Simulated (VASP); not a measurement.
# CdTe (F-43m) in VASP: a series of runs, part 2 of 2

VASP 6.6.1. The steps go on from the part before.

## (3) Vibrations by perturbation theory, PBEsol

This run uses another cell than the first one, of 36.12 Å³/atom, 1.057 times its volume.

File INCAR:

```
ALGO = Normal ; EDIFF = 1E-8
ENCUT = 520 ; GGA = PS
IBRION = 8 ; ISIF = 2
ISMEAR = 0 ; LASPH = True
LCHARG = False ; LREAL = False
LWAVE = False ; NBANDS = 16
NELM = 60 ; NSW = 1
PREC = Accurate ; SIGMA = 0.01
```

File KPOINTS:

```
k-points
0
Gamma
  6 6 6
```

File POSCAR:

```
CdTe
1.0
    3.3054934860      3.3054934860      0.0000000000
   -3.3054934860      3.3054934860      0.0000000000
    0.0000000000      3.3054934860      3.3054934860
Cd Te
1 1
Direct
    0.0000000000      0.0000000000      0.0000000000
    0.7500000000      0.2500000000      0.5000000000
```

Potentials or basis: VASP PAW PBE potentials, release 64 (Cd, Te).

On the command line:

```sh
$ cat potpaw_PBE.64/Cd/POTCAR potpaw_PBE.64/Te/POTCAR > POTCAR
$ mpirun -np 1 vasp_std > vasp.out
```

OUTCAR:

```text
EDIFF = 1E-8
   ENCUT = 520
   GGA = PS
   IBRION = 8
   ISIF = 2
   ISMEAR = 0
   LASPH = True
   LREAL = False
   NELM = 60
   NSW = 1
   PREC = Accurate

 ion  position               nearest neighbor table
   1  0.000  0.000  0.000-   2 2.86   2 2.86   2 2.86   2 2.86
   2  0.750  0.250  0.500-   1 2.86   1 2.86   1 2.86   1 2.86

  LATTYP: Found a face centered cubic cell.
 ALAT       =     6.6109869720

  Lattice vectors:

 A1 = (   0.0000000000,   3.3054934860,   3.3054934860)
 A2 = (   3.3054934860,   0.0000000000,   3.3054934860)
 A3 = (   3.3054934860,   3.3054934860,   0.0000000000)

Analysis of symmetry for initial positions (statically):
=====================================================================
 Subroutine PRICEL returns:
 Original cell was already a primitive cell.

 Routine SETGRP: Setting up the symmetry group for a
 face centered cubic supercell.

 Subroutine GETGRP returns: Found 24 space group operations
 (whereof 24 operations were pure point group operations)
 out of a pool of 48 trial point group operations.

The static configuration has the point symmetry T_d .

Analysis of symmetry for dynamics (positions and initial velocities):
=====================================================================
 Subroutine PRICEL returns:
 Original cell was already a primitive cell.

 Routine SETGRP: Setting up the symmetry group for a
 face centered cubic supercell.

 Subroutine GETGRP returns: Found 24 space group operations
 (whereof 24 operations were pure point group operations)
[... 477 lines left out ...]
 -----------------------------------------------------------------------------------
    total drift:                                0.000000     -0.000000      0.000000

  FREE ENERGIE OF THE ION-ELECTRON SYSTEM (eV)
  ---------------------------------------------------
  free  energy   TOTEN  =        -5.4614534944 eV

  energy  without entropy=       -5.4614534944  energy(sigma->0) =       -5.46145349

[... ionic steps 2 to 3 ...]

--------------------------------------- Ionic step        4  -------------------------------------------

------------------------ aborting loop because EDIFF is reached ----------------------------------------

[... ionic steps 5 to 6 ...]

--------------------------------------- Ionic step        7  -------------------------------------------

 Free energy of the ion-electron system (eV)
  ---------------------------------------------------
  ---------------------------------------------------
  free energy    TOTEN  =        -0.04915242 eV

  energy without entropy =       -0.04915242

------------------------ aborting loop because EDIFF is reached ----------------------------------------

 INTERNAL STRAIN TENSOR  FOR ION    2  DIRECTION 1   (eV/Angst):
 -----------------------------------------------------------------------------
     0.00372  0.00000  0.00000
     0.00000 -0.00773  3.85813
     0.00000  3.85813 -0.00773

 INTERNAL STRAIN TENSOR FOR ION    2 for displacements in x,y,z  (eV/Angst):
          X           Y           Z          XY          YZ          ZX
  --------------------------------------------------------------------------------
  x     0.00000     0.00000     0.00000     0.00000     3.85813     0.00000
  y     0.00000     0.00000     0.00000     0.00000     0.00000     3.85813
  z     0.00000     0.00000     0.00000     3.85813     0.00000     0.00000

 SECOND DERIVATIVES (NOT SYMMETRIZED)
 ------------------------------------
               1X          1Y          1Z          2X          2Y          2Z
  1X    -3.645881   -0.000000    0.000000    3.645881    0.000000   -0.000000
  1Y     0.000000   -3.645881   -0.000000   -0.000000    3.645881    0.000000
  1Z     0.000000   -0.000000   -3.645881   -0.000000    0.000000    3.645881
  2X     3.628114    0.000000    0.000000   -3.628114    0.000000    0.000000
  2Y     0.000000    3.628114    0.000000    0.000000   -3.628114    0.000000
  2Z     0.000000    0.000000    3.628114    0.000000    0.000000   -3.628114

 Eigenvectors and eigenvalues of the dynamical matrix
 ----------------------------------------------------

   1 f  =    3.856932 THz    24.233817 2PiTHz  128.653394 cm-1    15.950981 meV
             X         Y         Z           dx          dy          dz
      0.000000  0.000000  0.000000     0.428605    0.590895    0.000000
      1.652747  4.958240  1.652747    -0.401306   -0.553259    0.000000
[... 21 lines left out ...]
   6 f/i=    0.004700 THz     0.029532 2PiTHz    0.156783 cm-1     0.019439 meV
             X         Y         Z           dx          dy          dz
      0.000000  0.000000  0.000000     0.339689    0.522997   -0.279691
      1.652747  4.958240  1.652747     0.362797    0.558574   -0.298717

--------------------------------------------------------------------------------------------------------

 ELASTIC MODULI CONTR FROM IONIC RELAXATION (kBar)
 Direction    XX          YY          ZZ          XY          YZ          ZX
 --------------------------------------------------------------------------------
 XX          -0.0000     -0.0000     -0.0000     -0.0000     -0.0000      0.0000
 YY          -0.0000     -0.0000     -0.0000     -0.0000     -0.0000      0.0000
 ZZ          -0.0000     -0.0000     -0.0000     -0.0000     -0.0000      0.0000
 XY          -0.0000     -0.0000     -0.0000    -94.8385      0.0000      0.0000
 YZ          -0.0000     -0.0000     -0.0000      0.0000    -94.8385     -0.0000
 ZX           0.0000      0.0000      0.0000      0.0000     -0.0000    -94.8385
 --------------------------------------------------------------------------------
```

It took 90 s on 1 thread of Intel Xeon 6975P-C (Granite Rapids), shared host; peak memory 0.33 GiB.

What came out:

```yaml
Highest_phonon_frequency_at_Γ_LO-TO_splitting_left_out: 129 cm⁻¹
```

Phonon frequencies in cm⁻¹ (negative: imaginary):
| q point | frequencies |
| --- | --- |
| (0.000, 0.000, 0.000) | 0 0 0 129 129 129 |

Caveat: the cell wasn't relaxed at this level first, which shifts response properties; the PAW data sets were made with another functional, which shifts forces and pressure a little; spin-orbit coupling is left out, which moves the levels of the heavy elements.
